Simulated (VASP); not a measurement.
# V (Im-3m) in VASP: a series of runs, part 2 of 2

VASP 6.6.1.

## 3. Single point, LDA (volume scaled by 1.12)

File INCAR:

```
  ALGO = Normal
  EDIFF = 1E-6
  ENCUT = 520
  ISIF = 2
  ISMEAR = -1
  LASPH = True
  LCHARG = True
  LELF = True
  LREAL = False
  LVHAR = True
  LWAVE = False
  NBANDS = 12
  NELM = 100
  PREC = Accurate
  SIGMA = 0.1
```

File KPOINTS:

```
k-points
0
Gamma
  25 25 25
```

File POSCAR:

```
V
1.0
   -1.5200002174      1.5200002174      1.5200002174
    1.5200002174     -1.5200002174      1.5200002174
    1.5200002174      1.5200002174     -1.5200002174
V
1
Direct
    0.0000000000      0.0000000000      0.0000000000
```

Potentials or basis: VASP PAW LDA potentials, release 64 (V_sv).

Started as:

```bash
cat potpaw_LDA.64/V_sv/POTCAR > POTCAR
mpirun -np 1 vasp_std > vasp.out
```

OUTCAR:

```text
EDIFF = 1E-6
   ENCUT = 520
   ISIF = 2
   ISMEAR = -1
   LASPH = True
   LREAL = False
   NELM = 100
   PREC = Accurate

 ion  position               nearest neighbor table
   1  0.000  0.000  0.000-

  LATTYP: Found a body centered cubic cell.
 ALAT       =     3.0400004348

  Lattice vectors:

 A1 = (  -1.5200002174,   1.5200002174,   1.5200002174)
 A2 = (   1.5200002174,  -1.5200002174,   1.5200002174)
 A3 = (   1.5200002174,   1.5200002174,  -1.5200002174)

Analysis of symmetry for initial positions (statically):
=====================================================================
 Subroutine PRICEL returns:
 Original cell was already a primitive cell.

 Routine SETGRP: Setting up the symmetry group for a
 body centered cubic supercell.

 Subroutine GETGRP returns: Found 48 space group operations
 (whereof 48 operations were pure point group operations)
 out of a pool of 48 trial point group operations.

The static configuration has the point symmetry O_h .

Analysis of symmetry for dynamics (positions and initial velocities):
=====================================================================
 Subroutine PRICEL returns:
 Original cell was already a primitive cell.

 Routine SETGRP: Setting up the symmetry group for a
 body centered cubic supercell.

 Subroutine GETGRP returns: Found 48 space group operations
 (whereof 48 operations were pure point group operations)
 out of a pool of 48 trial point group operations.

The dynamic configuration has the point symmetry O_h .

 Subroutine INISYM returns: Found 48 space group operations
 (whereof 48 operations are pure point group operations),
 and found     1 'primitive' translations

----------------------------------------------------------------------------------------

                                     Primitive cell

  volume of cell :      14.0472

  direct lattice vectors                    reciprocal lattice vectors
    -1.520000217  1.520000217  1.520000217     0.000000000  0.328947321  0.328947321
     1.520000217 -1.520000217  1.520000217     0.328947321  0.000000000  0.328947321
     1.520000217  1.520000217 -1.520000217     0.328947321  0.328947321  0.000000000

  length of vectors
     2.632717604  2.632717604  2.632717604     0.465201763  0.465201763  0.465201763

  position of ions in fractional coordinates (direct lattice)
     0.000000000  0.000000000  0.000000000

  ion indices of the primitive-cell ions
   primitive index   ion index
                 1           1

----------------------------------------------------------------------------------------

 KPOINTS: k-points

Automatic generation of k-mesh.
 Grid dimensions read from file:
 generate k-points for:   25   25   25

 Generating k-lattice:

  Cartesian coordinates                     Fractional coordinates (reciprocal lattice)
     0.000000000  0.013157893  0.013157893     0.040000000  0.000000000  0.000000000
     0.013157893  0.000000000  0.013157893     0.000000000  0.040000000  0.000000000
     0.013157893  0.013157893  0.000000000     0.000000000  0.000000000  0.040000000

  Length of vectors
     0.018608071  0.018608071  0.018608071

  Shift w.r.t. Gamma in fractional coordinates (k-lattice)
     0.000000000  0.000000000  0.000000000

 Subroutine IBZKPT returns following result:
 ===========================================

 Found    455 irreducible k-points:

 Following reciprocal coordinates:
            Coordinates               Weight
  0.000000  0.000000  0.000000      1.000000
  0.040000  0.000000  0.000000     12.000000
  0.080000  0.000000  0.000000     12.000000
  0.120000  0.000000  0.000000     12.000000
  0.160000  0.000000  0.000000     12.000000
  0.200000  0.000000  0.000000     12.000000
[... 16 lines left out ...]
  0.400000  0.040000  0.000000     48.000000
  0.440000  0.040000  0.000000     48.000000
 [... further k-points ...]
   k-points           NKPTS =    455   k-points in BZ     NKDIM =    455   number of bands    NBANDS=     12
   number of dos      NEDOS =    301   number of ions     NIONS =      1
   total plane-waves  NPLWV =   8000
   dimension x,y,z NGX =    20 NGY =   20 NGZ =   20
   dimension x,y,z NGXF=    40 NGYF=   40 NGZF=   40
   ions per type =               1
   NGX,Y,Z   is equivalent  to a cutoff of  12.63, 12.63, 12.63 a.u.
   NGXF,Y,Z  is equivalent  to a cutoff of  25.26, 25.26, 25.26 a.u.
 SYSTEM =  unknown system
   PREC   = accura    normal or accurate (medium, high low for compatibility)
   ISTART =      0    job   : 0-new  1-cont  2-samecut
   ICHARG =      2    charge: 1-file 2-atom 10-const
   ISPIN  =      1    spin polarized calculation?
   LNONCOLLINEAR =      F non collinear calculations
   LSORBIT =      F    spin-orbit coupling
   LASPH  =      T    aspherical Exc in radial PAW
   ENCUT  =  520.0 eV  38.22 Ry    6.18 a.u.   4.90  4.90  4.90*2*pi/ulx,y,z
   NELM   =    100;   NELMIN=  2; NELMDL= -5     # of ELM steps
   EDIFF  = 0.1E-05   stopping-criterion for ELM
   LREAL  =      F    real-space projection
   EDIFFG = 0.1E-04   stopping-criterion for IOM
   NSW    =      0    number of steps for IOM
   IBRION =     -1    ionic relax: 0-MD 1-quasi-New 2-CG
   NFREE  =      0    steps in history (QN), initial steepest desc. (CG)
   ISIF   =      2    stress and relaxation
   ISYM   =      2    0-nonsym 1-usesym 2-fastsym
   POTIM  = 0.5000    time-step for ionic-motion
   TEBEG  =    0.0;   TEEND  =   0.0 temperature during run
   PSTRESS=    0.0 pullay stress
   NELECT =      13.0000    total number of electrons
   NUPDOWN=      -1.0000    fix difference up-down
   EMIN   =  10.00;   EMAX   =-10.00  energy-range for DOS
   EFERMI =   0.00;   METHOD = LEGACY
   ISMEAR =    -1;   SIGMA  =   0.10  broadening in eV -4-tet -1-fermi 0-gaus
   EFERMI_NEDOS =   21; number of points for ismear=-14 and -15
   IALGO  =     38    algorithm
   IMIX   =      4    mixing-type and parameters
     AMIX     =   0.40;   BMIX     =  1.00
     AMIX_MAG =   1.60;   BMIX_MAG =  1.00
  volume/ion in A,a.u.               =      14.05        94.80
  Fermi-wavevector in a.u.,A,eV,Ry     =   1.595361  3.014795 34.629231  2.545177
  Thomas-Fermi vector in A             =   2.693292
   LORBIT       =      0    0 simple, 1 ext, 2 COOP (PROOUT), +10 PAW based schemes
   GGA     = CA    functional components
   LHFCALC =     F    Hartree Fock is set to
   AEXX    =    0.0000 exact exchange contribution
   IVDW    =     0    specifies the selected vdW correction
   LEPSILON=     F    determine dielectric tensor
   LRPA    =     F    only Hartree local field effects (RPA)
 non-spin polarized calculation
  energy-cutoff  :      520.00
  volume of cell :       14.05
 maximum number of plane-waves:       390
   NGX =  9   NGY =  9   NGZ =  9

 number of electron      13.0000000 magnetization

 Free energy of the ion-electron system (eV)
  ---------------------------------------------------
  ext. energy  EPLUGINS =         0.00000000
  ---------------------------------------------------
  free energy    TOTEN  =        -9.88370842 eV

  energy without entropy =       -9.82399615  energy(sigma->0) =       -9.85385229

 E-fermi :   8.9868     XC(G=0): -12.9962

 val. band max:        8.9862010611   @ k =  -0.2400   0.2400   0.1200
 cond. band min:       8.9871689041   @ k =   0.2000   0.0400  -0.0000
 fundamental gap:      0.0009678430
 Fermi energy:         8.9868426502

 k-point     1 :       0.0000    0.0000    0.0000
  band No.  band energies     occupation
      1     -54.0338      2.00000
      2     -27.8036      2.00000
      3     -27.8036      2.00000
      4     -27.8036      2.00000
      5       2.5441      2.00000
      6       9.3495      0.05182
      7       9.3495      0.05182
      8       9.3495      0.05182
      9      11.2377      0.00000
     10      11.2377      0.00000
     11      29.1882      0.00000
     12      29.1882      0.00000
[... 331 lines left out ...]
 k-point    24 :       0.4400    0.0400    0.0000
  band No.  band energies     occupation
      1     -53.8592      2.00000
      2     -28.5999      2.00000
      3     -28.0592      2.00000
      4     -27.8142      2.00000
      5       5.9668      2.00000
      6       7.9240      1.99995
      7      10.2388      0.00001
      8      11.2305      0.00000
      9      11.6401      0.00000
     10      12.9024      0.00000
     11      18.8873      0.00000
     12      24.6302      0.00000

 [... further k-points ...]

------------------------ aborting loop because EDIFF is reached ----------------------------------------

  FORCE on cell =-STRESS in cart. coord.  units (eV):
  Direction    XX          YY          ZZ          XY          YZ          ZX
  --------------------------------------------------------------------------------------
  -------------------------------------------------------------------------------------
  Total       -1.6344045     -1.6344045     -1.6344045     -0.0000000     -0.0000000     -0.0000000
  in kB     -186.4142820   -186.4142820   -186.4142820     -0.0000000     -0.0000000     -0.0000000
  external PRESSURE =    -186.4142820 kB  Pullay stress =       0.0000000 kB

 VOLUME and BASIS-vectors are now :
 -----------------------------------------------------------------------------
  energy-cutoff  :      520.00
  volume of cell :       14.05
      direct lattice vectors                 reciprocal lattice vectors
    -1.520000217  1.520000217  1.520000217     0.000000000  0.328947321  0.328947321
     1.520000217 -1.520000217  1.520000217     0.328947321  0.000000000  0.328947321
     1.520000217  1.520000217 -1.520000217     0.328947321  0.328947321  0.000000000

 POSITION                                       TOTAL-FORCE (eV/Angst)
 -----------------------------------------------------------------------------------
      0.00000      0.00000      0.00000        -0.000000     -0.000000      0.000000
 -----------------------------------------------------------------------------------
    total drift:                                0.000000     -0.000000      0.000000

  FREE ENERGIE OF THE ION-ELECTRON SYSTEM (eV)
  ---------------------------------------------------
  free  energy   TOTEN  =        -9.8837084231 eV

  energy  without entropy=       -9.8239961473  energy(sigma->0) =       -9.85385229
```

stdout:

```text
POSCAR found type information on POSCAR V
 POSCAR found :  1 types and       1 ions
 scaLAPACK will be used
 LDA part: xc-table for (Slater(with rela. corr.)+CA(PZ))
 , standard interpolation
 POSCAR, INCAR and KPOINTS ok, starting setup
 FFT: planning ... GRIDC
 FFT: planning ... GRID_SOFT
 FFT: planning ... GRID
 WAVECAR not read
 entering main loop
```

It took 28 s on 1 thread of AMD EPYC 9R45 (Zen 5), shared host; peak memory 0.14 GiB.

What came out:

```yaml
Free_energy: -9.8837 eV
Pressure: -18.6 GPa
```

Levels at points of the mesh, in eV from the Fermi level:
```tsv
k point	band 5	band 6	band 7	band 8	band 9	band 10
(0.00, 0.00, 0.00)	-6.44	0.36	0.36	0.36	2.25	2.25
```

Caveat: the cell differs from its parent crystal (volume scaled by 1.12).

## 4. Single point, LDA

This run uses another cell than the first one, of 12.54 Å³/atom, 0.926 times its volume.

File INCAR:

```
ALGO = Normal ; EDIFF = 1E-6
ENCUT = 520 ; ISIF = 2
ISMEAR = 1 ; LASPH = True
LCHARG = True ; LELF = True
LREAL = False ; LVHAR = True
LWAVE = False ; NBANDS = 12
NELM = 100 ; PREC = Accurate
SIGMA = 0.2
```

File KPOINTS:

```
k-points
0
Gamma
  15 15 15
```

File POSCAR:

```
V
1.0
   -1.4636513664      1.4636513664      1.4636513664
    1.4636513664     -1.4636513664      1.4636513664
    1.4636513664      1.4636513664     -1.4636513664
V
1
Direct
    0.0000000000      0.0000000000      0.0000000000
```

Started as:

```bash
cat potpaw_LDA.64/V_sv/POTCAR > POTCAR
mpirun -np 1 vasp_std > vasp.out
```

It took 15 s on 1 thread of Intel Xeon 8259CL, shared host; peak memory 0.13 GiB.

The run converged. Its results:

```yaml
Free_energy: -9.9515 eV
Pressure: 0.2 GPa
```

Levels at points of the mesh, in eV from the Fermi level:
```tsv
k point	band 2	band 3	band 4	band 5	band 6	band 7	band 8	band 9	band 10	band 11
(0.00, 0.00, 0.00)	-36.46	-36.46	-36.46	-6.65	0.39	0.39	0.39	2.58	2.58	21.10
```

## 5. Overview

```tsv
cell	k mesh	smearing	gap on the mesh (eV)	pressure (GPa)
a = 2.601 Å, angles 109.5°, 1 atom	25 × 25 × 25	fermi-dirac 0.1 eV	none	-13.5
a = 2.633 Å, angles 109.5°, 1 atom	25 × 25 × 25	fermi-dirac 0.1 eV	none	-18.6
a = 2.535 Å, angles 109.5°, 1 atom	15 × 15 × 15	methfessel-paxton 0.2 eV	none	0.2
```

Alike in all rows: task single point; level LDA; potentials or basis VASP PAW LDA potentials, release 64 (V_sv); no spin polarisation; cutoff (eV) 520.

Total energies depend on the potentials used, so only differences within one code and one set of settings carry meaning.
